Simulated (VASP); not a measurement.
Here is a VASP 6.6.1 calculation.

The input INCAR:

```
ALGO = Fast
EDIFF = 1E-7
ENCUT = 520
GGA = PS
ISIF = 2
ISMEAR = 0
LASPH = True
LCHARG = True
LELF = True
LREAL = False
LVHAR = True
LWAVE = False
NBANDS = 13
NELM = 60
PREC = Accurate
SIGMA = 0.15
```

Contents of KPOINTS:

```
k-points
0
Gamma
  24 24 24
```

Contents of POSCAR:

```
Sn
1.0
   -2.5159657415      1.9239738023      1.9239738023
    1.9239738023     -2.5159657415      1.9239738023
    1.9239738023      1.9239738023     -2.5159657415
Sn
1
Direct
    0.0000000000      0.0000000000      0.0000000000
```

Potentials or basis: VASP PAW PBE potentials, release 64 (Sn_d).

The run is started by

```bash
$ cat potpaw_PBE.64/Sn_d/POTCAR > POTCAR
$ mpirun -np 1 vasp_std > vasp.out
```

Predict the pressure.

30.0 GPa.

Estimate the band gap on the k mesh.

zero (bands 7 and 8 overlap by 8.87 eV).

Stress tensor (GPa, compression positive):
```
30.05 33.07 33.07
33.07 30.05 33.07
33.07 33.07 30.05
```

Caveat: the cell stands under pressure; the PAW data sets were made with another functional, which shifts forces and pressure a little; spin-orbit coupling is left out, which moves the levels of the heavy elements.
